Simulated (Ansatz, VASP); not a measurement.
**Si2W: VASP beside Ansatz**

```
Si W
1.0
     4.56617    0.00000    0.00000
    -2.28308    3.95442    0.00000
     0.00000    0.00000    6.78806
Si W
6 3
Direct
  0.83009 0.66017 0.50000
  0.16991 0.83009 0.83333
  0.66017 0.83009 0.16667
  0.16991 0.33983 0.50000
  0.83009 0.16991 0.83333
  0.33983 0.16991 0.16667
  0.00000 0.50000 0.16667
  0.50000 0.50000 0.83333
  0.50000 0.00000 0.50000
```

Alike in both runs: task single point; functional PBE; k mesh 9 × 9 × 6; occupations gaussian, width 0.03 eV; no spin polarisation.

```csv
,VASP,Ansatz
version,VASP 6.6.1,Ansatz 0.2.0
potentials or method,"VASP PAW PBE potentials, release 64 (Si, W_sv), cutoff 520 eV","scalar-relativistic, plane waves, PAW"
valence electrons in the cell,66,66
```

```tsv
	VASP	Ansatz	Ansatz less VASP
gap on the k mesh at the Fermi level (eV)	0.28	0.28	+0.001
least direct gap on the mesh (eV)	0.85	0.85	+0.001
pressure (GPa)	0.5	0.5	-0.03
traceless stress, the component that is largest in VASP (GPa)	-4.94	-4.94	-0.004
rms of the force components (eV/Å)	0.379	0.378	-0.0011
```

Atom by atom the forces differ by 0.001 eV/Å (rms over components).

Spin-orbit coupling is off throughout.
